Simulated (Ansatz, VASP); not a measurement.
Si5O12 in VASP and in Ansatz

Contents of INCAR:

```
SYSTEM = Si5O12
PREC = Accurate
ENCUT = 520
EDIFF = 1E-6
ISMEAR = 0
SIGMA = 0.02
LREAL = Auto
LASPH = .True.
NELM = 80
ALGO = Normal
ISIF = 2
LWAVE = .False.
LCHARG = .False.
GGA = PE
NBANDS = 60
```

File KPOINTS:

```
Automatic mesh
0
Gamma
  5 5 3
  0 0 0
```

POSCAR

```
Si5O12
1.0
   -2.4959190000      4.3246890000     -0.0000540000
   -0.5224770000     -0.3017200000      4.7174650000
    8.3896720000      4.8454110000     -0.9522020000
Si O
5 12
Direct
    0.2558159686      0.0941861140      0.2613946024
    0.7510233267      0.8506309301      0.7408439341
    0.5000254855      0.6664145445      0.0006869279
    0.7514280759      0.4826763508      0.2604407695
    0.2554858228      0.2391550969      0.7400405111
    0.3216659823      0.9082296965      0.1039091513
    0.8508747280      0.5199969530      0.6430773731
    0.5059412267      0.3145788171      0.3238639508
    0.0067671066      0.0500329716      0.7625686056
    0.6786971555      0.5154517091      0.1022952195
    0.1505563684      0.4722955256      0.6391080195
    0.0077416285      0.2840953931      0.2387864931
    0.5053214281      0.0183865350      0.6774510692
    0.8506814892      0.8136869621      0.3580408947
    0.3216582626      0.4245302277      0.8975788609
    0.1503561313      0.8616714088      0.3625644534
    0.6784531006      0.8174322588      0.8989579935
```

Input for Ansatz:

```yaml
crystal:
  lattice:
    - [-2.495919, 4.324689, -5.4e-05]
    - [-0.522477, -0.30172, 4.717465]
    - [8.389672, 4.845411, -0.952202]
  atoms:
    - { symbol: Si, position: [0.2558159686, 0.094186114, 0.2613946024] }
    - { symbol: Si, position: [0.7510233267, 0.8506309301, 0.7408439341] }
    - { symbol: Si, position: [0.5000254855, 0.6664145445, 0.0006869279] }
    - { symbol: Si, position: [0.7514280759, 0.4826763508, 0.2604407695] }
    - { symbol: Si, position: [0.2554858228, 0.2391550969, 0.7400405111] }
    - { symbol: O, position: [0.3216659823, 0.9082296965, 0.1039091513] }
    - { symbol: O, position: [0.850874728, 0.519996953, 0.6430773731] }
    - { symbol: O, position: [0.5059412267, 0.3145788171, 0.3238639508] }
    - { symbol: O, position: [0.0067671066, 0.0500329716, 0.7625686056] }
    - { symbol: O, position: [0.6786971555, 0.5154517091, 0.1022952195] }
    - { symbol: O, position: [0.1505563684, 0.4722955256, 0.6391080195] }
    - { symbol: O, position: [0.0077416285, 0.2840953931, 0.2387864931] }
    - { symbol: O, position: [0.5053214281, 0.018386535, 0.6774510692] }
    - { symbol: O, position: [0.8506814892, 0.8136869621, 0.3580408947] }
    - { symbol: O, position: [0.3216582626, 0.4245302277, 0.8975788609] }
    - { symbol: O, position: [0.1503561313, 0.8616714088, 0.3625644534] }
    - { symbol: O, position: [0.6784531006, 0.8174322588, 0.8989579935] }
basis:
  ecutwfc: 420
kpoints:
  mp_grid: { grid: [5, 5, 3] }
hamiltonian:
  xc: pbe
scf:
  occupations: { method: gaussian, width: 0.02 }
  n_extra_bands: 8
output:
  forces: true
  stress: true
  eigenvalues: true
  populations: true
  dos:
    method: { smearing: { sigma: 0.1, scheme: gaussian } }
    projected: true
    de: 0.02
  write_density: true
  write_potential: true
  elf: true
  volumetric_format: npy
```

Alike in both runs: task single point; functional PBE; k mesh 5 × 5 × 3; occupations gaussian, width 0.02 eV; no spin polarisation.

```csv
,VASP,Ansatz
version,VASP 6.6.1,Ansatz 0.2.0
potentials or method,"VASP PAW PBE potentials, release 64 (Si, O), cutoff 520 eV","scalar-relativistic, plane waves, PAW"
valence electrons in the cell,92,92
```

VASP gave:

```
gap on the k mesh at the Fermi level (eV)                     : 2.38
least direct gap on the mesh (eV)                             : 2.45
pressure (GPa)                                                : 0.2
traceless stress, the component that is largest in VASP (GPa) : -0.15
rms of the force components (eV/Å)                            : 0.032
```

Task: What did Ansatz give for the same quantities?

Result: gap on the k mesh at the Fermi level (eV): 2.41; least direct gap on the mesh (eV): 2.48; pressure (GPa): 0.0; traceless stress, the component that is largest in VASP (GPa): -0.09; rms of the force components (eV/Å): 0.005.

Atom by atom the forces differ by 0.033 eV/Å (rms over components).
